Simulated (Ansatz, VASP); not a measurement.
# H21ClO10 in VASP and in Ansatz

```xyz
32
Lattice="7.0540 0.0000 0.0000 0.0000 7.0540 0.0000 0.0000 0.0000 7.0540" Properties=species:S:1:pos:R:3 pbc="T T T"
O     1.0379    5.6336    1.6376
O     3.8320    5.1731    2.2097
O     0.2933    2.4148    4.4925
O    -0.4528    2.2000    7.0846
O     5.8999    4.8701    7.4790
O     3.6068    0.9954    4.0804
O     2.1174    0.6431    0.2757
O     4.6895    7.4916    0.7801
O     5.7435    6.7922    4.8107
O     1.7758    6.7099    4.9853
H     1.3348    6.4829    1.2136
H     1.9044    5.1855    1.7885
H     3.6975    4.7496    3.1034
H     4.0592    6.1160    2.3696
H    -0.2557    2.9275    3.8747
H     1.1315    2.9483    4.5729
H    -0.7163    3.1507    7.2439
H    -0.2765    2.2030    6.0978
H     5.1767    4.7878    8.1626
H     6.7510    5.1184    7.9799
H     2.7307    0.3602    4.4569
H     4.4849    0.5949    4.4251
H     1.6541    1.4992    0.3824
H     3.1132    0.7064    0.4810
H     5.3748    8.1855    0.5213
H     5.0817    6.6346    0.4757
H     6.6830    7.0086    4.6271
H     5.7592    6.0761    5.4841
H     2.0666    5.7520    4.9873
H     1.8568    7.0411    5.9515
H     3.4971    1.9522    4.3716
Cl    2.9758    3.8267    4.8521
```

Alike in both runs: functional PBEsol; k mesh 1 × 1 × 1; occupations fermi-dirac, width 0.05 eV; no spin polarisation.

Ansatz relaxed the structure, and its values are those at the end. VASP's run is a single point on that final structure, the one shown.

```csv
,VASP,Ansatz
version,VASP 6.6.1,Ansatz 0.2.0
potentials or method,"VASP PAW PBE potentials, release 64 (O, H, Cl), cutoff 520 eV","scalar-relativistic, plane waves, PAW"
valence electrons in the cell,88,88
```

|  | VASP | Ansatz | Ansatz less VASP |
| --- | --- | --- | --- |
| gap on the k mesh at the Fermi level (eV) | 4.87 | 4.87 | -0.005 |
| rms of the force components (eV/Å) | 0.078 | 0.078 | +0.0005 |

VASP's potentials were made for PBE, not for PBEsol. Ansatz's warnings: xc potential rough in thin density.
